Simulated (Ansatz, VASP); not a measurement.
One calculation of PtSe2, two programs

```xyz
3
Lattice="3.7607 0.0000 0.0000 -1.8804 3.2569 0.0000 0.0000 0.0000 4.8633" Properties=species:S:1:pos:R:3 pbc="T T T"
Pt    0.0000    0.0000    0.0000
Se    0.0000    2.1713    1.2677
Se    1.8804    1.0856    3.5956
```

Alike in both runs: task single point; functional PBEsol; k mesh 18 × 18 × 12; occupations gaussian, width 0.15 eV; no spin polarisation.

|  | VASP | Ansatz |
| --- | --- | --- |
| version | VASP 6.6.1 | Ansatz 0.2.0 |
| potentials or method | VASP PAW PBE potentials, release 64 (Pt, Se), cutoff 520 eV | scalar-relativistic, plane waves, PAW |
| valence electrons in the cell | 22 | 50 |

```csv
,VASP,Ansatz,Ansatz less VASP
gap on the k mesh at the Fermi level (eV),none,none,-
pressure (GPa),0.1,0.0,-0.08
rms of the force components (eV/Å),0.006,0.000,-0.0060
```

VASP's potentials were made for PBE, not for PBEsol. Atom by atom the forces differ by 0.007 eV/Å (rms over components). A gap of «none» marks a metal or a gap that the smearing closes. The functional is the same, so the differences come from potentials, cutoffs and numerics. VASP's potentials hold 22 valence electrons a cell and Ansatz's 50, so a difference there can come from the potentials and not from the codes.

Spin-orbit coupling is off throughout.
